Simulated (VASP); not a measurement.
A run of VASP 6.6.1:

POSCAR

```
Pt
1.0
    0.0000000000      1.9705765473      1.9705765473
    1.9705765473      0.0000000000      1.9705765473
    1.9705765473      1.9705765473      0.0000000000
Pt
1
Direct
    0.0000000000      0.0000000000      0.0000000000
```

Contents of INCAR.step1:

```
  ALGO = Normal
  EDIFF = 1E-4
  ENCUT = 520
  GGA = PE
  ISMEAR = 0
  LASPH = True
  LCHARG = False
  LREAL = False
  LWAVE = True
  NBANDS = 11
  NELM = 60
  PREC = Accurate
  SIGMA = 0.2
```

File INCAR.step2:

```
  ALGO = Normal
  EDIFF = 1E-6
  ENCUT = 520
  ISIF = 2
  ISMEAR = 0
  ISTART = 1
  LASPH = True
  LCHARG = True
  LELF = True
  LMIXTAU = True
  LREAL = False
  LVHAR = True
  LWAVE = False
  METAGGA = R2SCAN
  NBANDS = 11
  NELM = 60
  PREC = Accurate
  SIGMA = 0.2
```

KPOINTS

```
k-points
0
Gamma
  14 14 14
```

Potentials or basis: VASP PAW PBE potentials, release 64 (Pt).

Run with:

```console
$ cat potpaw_PBE.64/Pt/POTCAR > POTCAR
$ cp INCAR.step1 INCAR
$ mpirun -np 1 vasp_std > vasp.out
$ cp INCAR.step2 INCAR
$ mpirun -np 1 vasp_std > vasp.out
```

Hardware: 1 thread of AMD EPYC 9R45, on a shared host.

Task: Estimate the wall time of this run.

Result: Run time: 2.8 min on 1 thread of AMD EPYC 9R45, on a shared host, peak memory 0.13 GiB. Counts: k points 104.
